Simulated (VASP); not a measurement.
Here is a VASP 6.6.1 calculation.

INCAR

```
SYSTEM = NbIn2Se3
  ALGO = Normal
  EDIFF = 1E-6
  ENCUT = 520
  GGA = PE
  ISIF = 2
  ISMEAR = 0
  LASPH = .TRUE.
  LCHARG = .FALSE.
  LREAL = .FALSE.
  LWAVE = .FALSE.
  NBANDS = 38
  NELM = 100
  PREC = Accurate
  SIGMA = 0.1
```

KPOINTS

```
k-points
0
G
  4 4 2
  0 0 0
```

Contents of POSCAR:

```
NbIn2Se3
1.0
    5.5921711436      0.0000000000      0.0000000000
    0.0000000000      5.5921711436      0.0000000000
    0.0000000000      0.0000000000      9.7390730673
Nb In Se
1 2 3
Direct
    0.5000000000      0.5000000000      0.5000000000
    0.5000000000      0.0000000000      0.5000000000
    0.0000000000      0.5000000000      0.5000000000
    0.5000000000      0.5000000000      0.0000000000
    0.5000000000      0.5000000000      0.7465433873
    0.5000000000      0.5000000000      0.2534566127
```

Potentials or basis: VASP PAW PBE potentials, release 64 (Nb_sv, In_d, Se).

The run is started by

```sh
$ cat potpaw_PBE.64/Nb_sv/POTCAR potpaw_PBE.64/In_d/POTCAR potpaw_PBE.64/Se/POTCAR > POTCAR
$ mpirun -np 1 vasp_std > vasp.out
```

(1) Predict the band gap on the k mesh.

(2) Estimate the largest force.

(3) Estimate the pressure.

Results:

(1) zero (an odd number of electrons rules out a gap without spin polarisation).

(2) 0.020 eV/Å.

(3) 0.0 GPa.

Caveat: spin-orbit coupling is left out, which moves the levels of the heavy elements; an odd number of electrons without spin polarisation forces a metal; a magnetic or distorted state may lie lower.
